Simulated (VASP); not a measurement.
# KF (R-3m) in VASP: further runs, part 2 of 2

VASP 6.6.1. The steps go on from the part before.

## (4) Single point, LDA

This run uses another cell than the first one, of 15.83 Å³/atom, 0.852 times its volume.

Contents of INCAR:

```
PREC = Accurate
ENCUT = 520
EDIFF = 1E-7
ISMEAR = 0
SIGMA = 0.05
LREAL = F
LASPH = T
NELM = 80
ALGO = Normal
ISIF = 2
LWAVE = F
LCHARG = F
GGA = CA
NBANDS = 15
```

Contents of KPOINTS:

```
regular mesh
0
Gamma
  8 8 8
```

Contents of POSCAR:

```
KF
1.0
    0.1084734086      2.5663300985      2.5663300985
    2.5663300985      0.1084734086      2.5663300985
    2.5663300985      2.5663300985      0.1084734086
K F
1 1
Direct
    0.0000000000      0.0000000000      0.0000000000
    0.5000000000      0.5000000000      0.5000000000
```

Potentials or basis: VASP PAW LDA potentials, release 64 (K_sv, F).

Launch:

```console
cat potpaw_LDA.64/K_sv/POTCAR potpaw_LDA.64/F/POTCAR > POTCAR
mpirun -np 1 vasp_std > vasp.out
```

OUTCAR:

```text
PREC = Accurate
   ENCUT = 520
   EDIFF = 1E-7
   ISMEAR = 0
   LREAL = F
   LASPH = T
   NELM = 80
   ISIF = 2
   GGA = CA

 ion  position               nearest neighbor table
   1  0.000  0.000  0.000-   2 2.51   2 2.51   2 2.51   2 2.51   2 2.51   2 2.51
   2  0.500  0.500  0.500-   1 2.51   1 2.51   1 2.51   1 2.51   1 2.51   1 2.51

  LATTYP: Found a trigonal (rhomboedric) cell.
 ALAT       =     3.6309594916
 COS(alpha) =     0.5417839405

  Lattice vectors:

 A1 = (   0.1084734086,   2.5663300985,   2.5663300985)
 A2 = (   2.5663300985,   0.1084734086,   2.5663300985)
 A3 = (   2.5663300985,   2.5663300985,   0.1084734086)

Analysis of symmetry for initial positions (statically):
=====================================================================
 Subroutine PRICEL returns:
 Original cell was already a primitive cell.

 Routine SETGRP: Setting up the symmetry group for a
 trigonal (rhombohedral) supercell.

 Subroutine GETGRP returns: Found 12 space group operations
 (whereof 12 operations were pure point group operations)
 out of a pool of 12 trial point group operations.

The static configuration has the point symmetry D_3d.

Analysis of symmetry for dynamics (positions and initial velocities):
=====================================================================
 Subroutine PRICEL returns:
 Original cell was already a primitive cell.

 Routine SETGRP: Setting up the symmetry group for a
 trigonal (rhombohedral) supercell.

 Subroutine GETGRP returns: Found 12 space group operations
 (whereof 12 operations were pure point group operations)
 out of a pool of 12 trial point group operations.

The dynamic configuration has the point symmetry D_3d.

 Subroutine INISYM returns: Found 12 space group operations
 (whereof 12 operations are pure point group operations),
 and found     1 'primitive' translations

----------------------------------------------------------------------------------------

                                     Primitive cell

  volume of cell :      31.6620

  direct lattice vectors                    reciprocal lattice vectors
     0.108473409  2.566330098  2.566330098    -0.207639558  0.199218988  0.199218988
     2.566330098  0.108473409  2.566330098     0.199218988 -0.207639558  0.199218988
     2.566330098  2.566330098  0.108473409     0.199218988  0.199218988 -0.207639558

  length of vectors
     3.630959492  3.630959492  3.630959492     0.349986566  0.349986566  0.349986566

  position of ions in fractional coordinates (direct lattice)
     0.000000000  0.000000000  0.000000000
     0.500000000  0.500000000  0.500000000

  ion indices of the primitive-cell ions
   primitive index   ion index
                 1           1
                 2           2

----------------------------------------------------------------------------------------

 KPOINTS: regular mesh

Automatic generation of k-mesh.
 Grid dimensions read from file:
 generate k-points for:    8    8    8

 Generating k-lattice:

[... 22 lines left out ...]
  0.500000 -0.000000 -0.000000      3.000000
  0.125000  0.125000 -0.000000      6.000000
[... 16 lines left out ...]
  0.250000  0.125000  0.125000      6.000000
  0.375000  0.125000  0.125000      6.000000
 [... further k-points ...]
   k-points           NKPTS =     65   k-points in BZ     NKDIM =     65   number of bands    NBANDS=     15
   number of dos      NEDOS =    301   number of ions     NIONS =      2
   total plane-waves  NPLWV =  21952
   dimension x,y,z NGX =    28 NGY =   28 NGZ =   28
   dimension x,y,z NGXF=    56 NGYF=   56 NGZF=   56
   ions per type =               1   1
   NGX,Y,Z   is equivalent  to a cutoff of  12.82, 12.82, 12.82 a.u.
   NGXF,Y,Z  is equivalent  to a cutoff of  25.64, 25.64, 25.64 a.u.
 SYSTEM =  unknown system
   PREC   = accura    normal or accurate (medium, high low for compatibility)
   ISTART =      0    job   : 0-new  1-cont  2-samecut
   ICHARG =      2    charge: 1-file 2-atom 10-const
   ISPIN  =      1    spin polarized calculation?
   LNONCOLLINEAR =      F non collinear calculations
   LSORBIT =      F    spin-orbit coupling
   LASPH  =      T    aspherical Exc in radial PAW
   ENCUT  =  520.0 eV  38.22 Ry    6.18 a.u.   6.75  6.75  6.75*2*pi/ulx,y,z
   NELM   =     80;   NELMIN=  2; NELMDL= -5     # of ELM steps
   EDIFF  = 0.1E-06   stopping-criterion for ELM
   LREAL  =      F    real-space projection
   EDIFFG = 0.1E-05   stopping-criterion for IOM
   NSW    =      0    number of steps for IOM
   IBRION =     -1    ionic relax: 0-MD 1-quasi-New 2-CG
   NFREE  =      0    steps in history (QN), initial steepest desc. (CG)
   ISIF   =      2    stress and relaxation
   ISYM   =      2    0-nonsym 1-usesym 2-fastsym
   POTIM  = 0.5000    time-step for ionic-motion
   TEBEG  =    0.0;   TEEND  =   0.0 temperature during run
   PSTRESS=    0.0 pullay stress
   NELECT =      16.0000    total number of electrons
   NUPDOWN=      -1.0000    fix difference up-down
   EMIN   =  10.00;   EMAX   =-10.00  energy-range for DOS
   EFERMI =   0.00;   METHOD = LEGACY
   ISMEAR =     0;   SIGMA  =   0.05  broadening in eV -4-tet -1-fermi 0-gaus
   EFERMI_NEDOS =   21; number of points for ismear=-14 and -15
   IALGO  =     38    algorithm
   IMIX   =      4    mixing-type and parameters
     AMIX     =   0.40;   BMIX     =  1.00
     AMIX_MAG =   1.60;   BMIX_MAG =  1.00
  volume/ion in A,a.u.               =      15.83       106.83
  Fermi-wavevector in a.u.,A,eV,Ry     =   1.303973  2.464152 23.134618  1.700346
  Thomas-Fermi vector in A             =   2.434940
   LORBIT       =      0    0 simple, 1 ext, 2 COOP (PROOUT), +10 PAW based schemes
   GGA     = CA    functional components
   LHFCALC =     F    Hartree Fock is set to
   AEXX    =    0.0000 exact exchange contribution
   IVDW    =     0    specifies the selected vdW correction
   LEPSILON=     F    determine dielectric tensor
   LRPA    =     F    only Hartree local field effects (RPA)
 non-spin polarized calculation
 Gauss-broadening in eV      SIGMA  =   0.05
  energy-cutoff  :      520.00
  volume of cell :       31.66
 maximum number of plane-waves:       872
   NGX = 13   NGY = 13   NGZ = 13

 number of electron      16.0000004 magnetization

 Free energy of the ion-electron system (eV)
  ---------------------------------------------------
  ext. energy  EPLUGINS =         0.00000000
  ---------------------------------------------------
  free energy    TOTEN  =        -9.02124724 eV

  energy without entropy =       -9.02124724  energy(sigma->0) =       -9.02124724

 E-fermi :  -2.2782     XC(G=0): -10.0233

 val. band max:       -2.5901285424   @ k =   0.5000   0.5000  -0.0000
 cond. band min:       4.2140899808   @ k =   0.0000   0.0000   0.0000
 fundamental gap:      6.8042185231
 Fermi energy:        -2.2781552347

 k-point     1 :       0.0000    0.0000    0.0000
  band No.  band energies     occupation
      1     -27.8763      2.00000
      2     -20.9292      2.00000
      3     -11.1971      2.00000
      4     -11.1021      2.00000
      5     -11.1021      2.00000
      6      -2.6513      2.00000
      7      -2.5974      2.00000
      8      -2.5974      2.00000
      9       4.2141      0.00000
     10       7.8468      0.00000
     11       8.5736      0.00000
     12       8.5736      0.00000
     13      10.3904      0.00000
     14      10.3904      0.00000
[... 401 lines left out ...]
      2     -21.1011      2.00000
      3     -11.4548      2.00000
      4     -11.2752      2.00000
      5     -11.1277      2.00000
      6      -3.3995      2.00000
      7      -3.0292      2.00000
      8      -2.8260      2.00000
      9       6.5378      0.00000
     10       7.5810      0.00000
     11       9.5265      0.00000
     12       9.8547      0.00000
     13      11.5733      0.00000
     14      11.7630      0.00000
     15      17.2745      0.00000

 [... further k-points ...]

------------------------ aborting loop because EDIFF is reached ----------------------------------------

  FORCE on cell =-STRESS in cart. coord.  units (eV):
  Direction    XX          YY          ZZ          XY          YZ          ZX
  --------------------------------------------------------------------------------------
  -------------------------------------------------------------------------------------
  Total        0.9311349      0.9311349      0.9311349     -0.1057713     -0.1057713     -0.1057713
  in kB       47.1177837     47.1177837     47.1177837     -5.3522962     -5.3522962     -5.3522962
  external PRESSURE =      47.1177837 kB  Pullay stress =       0.0000000 kB

 VOLUME and BASIS-vectors are now :
 -----------------------------------------------------------------------------
  energy-cutoff  :      520.00
  volume of cell :       31.66
      direct lattice vectors                 reciprocal lattice vectors
     0.108473409  2.566330098  2.566330098    -0.207639558  0.199218988  0.199218988
     2.566330098  0.108473409  2.566330098     0.199218988 -0.207639558  0.199218988
     2.566330098  2.566330098  0.108473409     0.199218988  0.199218988 -0.207639558

 POSITION                                       TOTAL-FORCE (eV/Angst)
 -----------------------------------------------------------------------------------
      0.00000      0.00000      0.00000        -0.000000      0.000000     -0.000000
      2.62057      2.62057      2.62057         0.000000     -0.000000      0.000000
 -----------------------------------------------------------------------------------
    total drift:                                0.000000      0.000000      0.000000

  FREE ENERGIE OF THE ION-ELECTRON SYSTEM (eV)
  ---------------------------------------------------
  free  energy   TOTEN  =        -9.0212472402 eV

  energy  without entropy=       -9.0212472402  energy(sigma->0) =       -9.02124724
```

OSZICAR:

```text
N       E                     dE             d eps       ncg     rms          rms(c)
DAV:   1     0.115615401091E+03    0.11562E+03   -0.84490E+03  1950   0.107E+03
DAV:   2    -0.564949720564E+01   -0.12126E+03   -0.10756E+03  2490   0.295E+02
DAV:   3    -0.100832898158E+02   -0.44338E+01   -0.44088E+01  2526   0.518E+01
DAV:   4    -0.101927898021E+02   -0.10950E+00   -0.10948E+00  2510   0.821E+00
DAV:   5    -0.101958387289E+02   -0.30489E-02   -0.30489E-02  2696   0.104E+00    0.672E+00
DAV:   6    -0.908817524998E+01    0.11077E+01   -0.29478E+00  2129   0.168E+01    0.555E+00
DAV:   7    -0.904558010297E+01    0.42595E-01   -0.68480E-02  2524   0.218E+00    0.330E+00
DAV:   8    -0.902124972663E+01    0.24330E-01   -0.42113E-02  2524   0.205E+00    0.210E-01
DAV:   9    -0.902119648680E+01    0.53240E-04   -0.29577E-03  2181   0.466E-01    0.938E-02
DAV:  10    -0.902125270482E+01   -0.56218E-04   -0.26979E-04  2732   0.191E-01    0.423E-02
DAV:  11    -0.902124372569E+01    0.89791E-05   -0.29440E-05  2506   0.676E-02    0.142E-02
DAV:  12    -0.902124716835E+01   -0.34427E-05   -0.26790E-06  2097   0.160E-02    0.168E-03
DAV:  13    -0.902124724023E+01   -0.71884E-07   -0.20449E-07  2699   0.383E-03
   1 F= -.90212472E+01 E0= -.90212472E+01  d E =-.234736E-20
```

stdout:

```text
POSCAR found type information on POSCAR K F
 POSCAR found :  2 types and       2 ions
 scaLAPACK will be used
 LDA part: xc-table for (Slater(with rela. corr.)+CA(PZ))
 , standard interpolation
 POSCAR, INCAR and KPOINTS ok, starting setup
 FFT: planning ... GRIDC
 FFT: planning ... GRID_SOFT
 FFT: planning ... GRID
 WAVECAR not read
 entering main loop
```

It took 26 s on 1 thread of Intel Xeon Platinum 8488C (Sapphire Rapids), shared host; peak memory 0.16 GiB.

Results:

| Property | Result |
| --- | --- |
| Free energy | -9.0212 eV |
| Pressure | 4.7 GPa |
| Band gap on the k mesh | 6.80 eV, indirect (least direct gap 6.81 eV) |

Levels at points of the mesh, in eV from the valence-band top:
```tsv
k point	band 4	band 5	band 6	band 7	band 8	band 9	band 10	band 11	band 12	band 13
(0.00, 0.00, 0.00)	-8.51	-8.51	-0.06	-0.01	-0.01	6.80	10.44	11.16	11.16	12.98
(0.50, 0.00, 0.00)	-8.61	-8.59	-1.13	-0.70	-0.56	9.52	11.70	12.52	13.20	15.38
(0.50, 0.50, 0.00)	-8.99	-8.89	-0.10	-0.02	0.00	7.91	11.13	12.93	14.47	15.33
(0.50, 0.50, 0.50)	-8.54	-8.54	-1.10	-0.49	-0.49	9.34	11.43	12.69	12.69	15.48
```

A k mesh can miss the band edges. A hybrid or GW would open this gap; LDA tends to underestimate it.

## (5) Single point, LDA

This run uses another cell than the first one, of 15.83 Å³/atom, 0.852 times its volume.

Contents of INCAR:

```
SYSTEM = KF
PREC = Accurate ; ENCUT = 520
EDIFF = 1E-6 ; ISMEAR = 0
SIGMA = 0.05 ; LREAL = .FALSE.
LASPH = .TRUE. ; NELM = 100
ALGO = Normal ; ISIF = 2
LWAVE = .FALSE. ; LCHARG = .FALSE.
NBANDS = 15
```

Contents of KPOINTS:

```
regular mesh
0
G
  8 8 8
  0 0 0
```

Contents of POSCAR:

```
KF
1.0
   -0.1061983116      2.4589782970      2.4589782970
    2.4589782970     -0.1061983116      2.4589782970
    2.4589782970      2.4589782970     -0.1061983116
K F
1 1
Direct
    0.0000000000      0.0000000000      0.0000000000
    0.5000000000      0.5000000000      0.5000000000
```

Launch:

```console
cat potpaw_LDA.64/K_sv/POTCAR potpaw_LDA.64/F/POTCAR > POTCAR
mpirun -np 1 vasp_std > vasp.out
```

Wall time 27 s (1 thread of Intel Xeon Platinum 8488C (Sapphire Rapids), shared host); peak memory 0.16 GiB.

Results (log left out):

| Quantity | Value |
| --- | --- |
| Free energy | -9.0228 eV |
| Pressure | 4.7 GPa |
| Band gap on the k mesh | 6.80 eV, indirect (the least direct gap lies 4.5 meV higher) |

Stress tensor (GPa, compression positive):
```
4.72 0.35 0.35
0.35 4.72 0.35
0.35 0.35 4.72
```

Levels at points of the mesh, in eV from the valence-band top:
```tsv
k point	band 6	band 7	band 8	band 9	band 10	band 11
(0.00, 0.00, 0.00)	-0.05	-0.05	0.00	6.80	10.63	10.63
(0.50, 0.00, 0.00)	-1.13	-0.63	-0.50	9.44	11.56	12.39
(0.50, 0.50, 0.00)	-0.10	-0.04	0.00	7.91	11.12	12.93
(0.50, 0.50, 0.50)	-1.15	-0.71	-0.71	9.60	11.84	12.90
```

A k mesh can miss the band edges. Expect the measured gap to be larger: semilocal functionals such as LDA lack the derivative discontinuity.

## (6) Single point, LDA

This run uses another cell than the first one, of 16.38 Å³/atom, 0.881 times its volume.

Contents of INCAR:

```
SYSTEM = KF
PREC = Accurate
ENCUT = 520
EDIFF = 1E-6
ISMEAR = 0
SIGMA = 0.05
LREAL = .FALSE.
LASPH = .TRUE.
NELM = 60
ALGO = Normal
ISIF = 2
LWAVE = .FALSE.
LCHARG = .FALSE.
GGA = CA
NBANDS = 15
```

KPOINTS is that of step 5.

Contents of POSCAR:

```
KF
1.0
   -0.1339022495      2.4745831300      2.4745831300
    2.4745831300     -0.1339022495      2.4745831300
    2.4745831300      2.4745831300     -0.1339022495
K F
1 1
Direct
    0.0000000000      0.0000000000      0.0000000000
    0.5000000000      0.5000000000      0.5000000000
```

Potentials or basis: VASP PAW LDA potentials, release 64 (K_sv, F).

Launch:

```console
cat potpaw_LDA.64/K_sv/POTCAR potpaw_LDA.64/F/POTCAR > POTCAR
mpirun -np 1 vasp_std > vasp.out
```

Run time: 25 s. Hardware: 1 thread of Intel Xeon Platinum 8488C (Sapphire Rapids), shared host; peak memory 0.16 GiB.

The run converged. Its results:

```yaml
Free_energy: -9.0462 eV
Pressure: 2.5 GPa
Band_gap_on_the_k_mesh: 6.57 eV, direct
```

Stress tensor (GPa, compression positive):
```
2.53 0.49 0.49
0.49 2.53 0.49
0.49 0.49 2.53
```

Levels at points of the mesh, in eV from the valence-band top:
```csv
k point,band 4,band 5,band 6,band 7,band 8,band 9,band 10,band 11,band 12,band 13
"(0.00, 0.00, 0.00)",-8.70,-8.62,-0.06,-0.06,0.00,6.57,10.48,10.48,11.53,12.84
"(0.50, 0.00, 0.00)",-8.70,-8.68,-1.09,-0.59,-0.44,9.27,11.26,12.13,13.05,15.09
"(0.50, 0.50, 0.00)",-9.11,-8.96,-0.16,-0.07,-0.02,7.90,10.88,12.62,14.23,15.01
"(0.50, 0.50, 0.50)",-8.79,-8.79,-1.11,-0.69,-0.69,9.48,11.60,12.73,12.73,15.36
```

## (7) Overview

```csv
cell,gap on the mesh (eV),pressure (GPa)
"a = 3.830 Å, angles 57.2°, 2 atoms",5.88,-2.7
"a = 3.462 Å, angles 63.6°, 2 atoms",6.79,4.6
"a = 3.631 Å, angles 57.2°, 2 atoms",6.80,4.7
"a = 3.479 Å, angles 62.8°, 2 atoms",6.80,4.7
"a = 3.502 Å, angles 63.6°, 2 atoms",6.57,2.5
```

Alike in all rows: task single point; level LDA; potentials or basis VASP PAW LDA potentials, release 64 (K_sv, F); no spin polarisation; k mesh 8 × 8 × 8; cutoff (eV) 520; smearing gaussian 0.05 eV.

Total energies depend on the potentials used, so only differences within one code and one set of settings carry meaning.
